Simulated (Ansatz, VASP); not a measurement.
## TiO2: VASP beside Ansatz

Contents of INCAR:

```
SYSTEM = TiO2
  PREC = Accurate
  ENCUT = 520
  EDIFF = 1E-7
  ISMEAR = -1
  SIGMA = 0.05
  LREAL = .False.
  LASPH = .True.
  NELM = 100
  ALGO = Normal
  ISIF = 2
  LWAVE = .False.
  LCHARG = .False.
  GGA = PE
  NBANDS = 33
```

KPOINTS

```
regular mesh
0
Gamma
  8 8 6
  0 0 0
```

File POSCAR:

```
TiO2
1.0
    2.7060340000     -2.7066550000      0.0000000000
    2.7060340000      2.7066550000      0.0000000000
   -2.6335310000      0.0000000000      4.7966370000
Ti O
2 4
Direct
    0.8599220000      0.1268290000      0.7476890000
    0.1399820000      0.8571150000      0.2634740000
    0.0809710000      0.3338420000      0.1673080000
    0.9080930000      0.6672350000      0.8379760000
    0.6823550000      0.9178160000      0.3461470000
    0.3392550000      0.0927580000      0.6710440000
```

File input.yaml:

```yaml
crystal:
  lattice:
    - [2.706034, -2.706655, 0.0]
    - [2.706034, 2.706655, 0.0]
    - [-2.633531, 0.0, 4.796637]
  atoms:
    - { symbol: Ti, position: [0.859922, 0.126829, 0.747689] }
    - { symbol: Ti, position: [0.139982, 0.857115, 0.263474] }
    - { symbol: O, position: [0.080971, 0.333842, 0.167308] }
    - { symbol: O, position: [0.908093, 0.667235, 0.837976] }
    - { symbol: O, position: [0.682355, 0.917816, 0.346147] }
    - { symbol: O, position: [0.339255, 0.092758, 0.671044] }
kpoints:
  mp_grid: { grid: [8, 8, 6] }
scf:
  occupations: { method: fermi_dirac, width: 0.05 }
hamiltonian:
  xc: pbe
  pseudopotentials: { kind: all_electron, lapw: { basis_error: 0.001 } }
output:
  forces: true
  stress: true
  eigenvalues: true
  populations: true
```

Change from the starting cell: atoms moved at random, drawn with an rms of 0.05 Å.

Alike in both runs: task single point; functional PBE; k mesh 8 × 8 × 6; occupations fermi-dirac, width 0.05 eV; no spin polarisation.

|  | VASP | Ansatz |
| --- | --- | --- |
| version | VASP 6.6.1 | Ansatz 0.2.0 |
| potentials or method | VASP PAW PBE potentials, release 64 (Ti_sv, O), cutoff 520 eV | all-electron LAPW, scalar-relativistic |

Ansatz gave:

| Property | Result |
| --- | --- |
| gap on the k mesh at the Fermi level (eV) | 2.13 |
| least direct gap on the mesh (eV) | 2.42 |
| pressure (GPa) | 0.1 |
| traceless stress, the component that is largest in VASP (GPa) | -3.70 |
| rms of the force components (eV/Å) | 0.367 |

Question: Estimate VASP's values.

Answer: gap on the k mesh at the Fermi level (eV): 2.11; least direct gap on the mesh (eV): 2.40; pressure (GPa): 0.8; traceless stress, the component that is largest in VASP (GPa): -3.71; rms of the force components (eV/Å): 0.380.

Atom by atom the forces differ by 0.023 eV/Å (rms over components). Ansatz ran all-electron here, and VASP with PAW potentials.
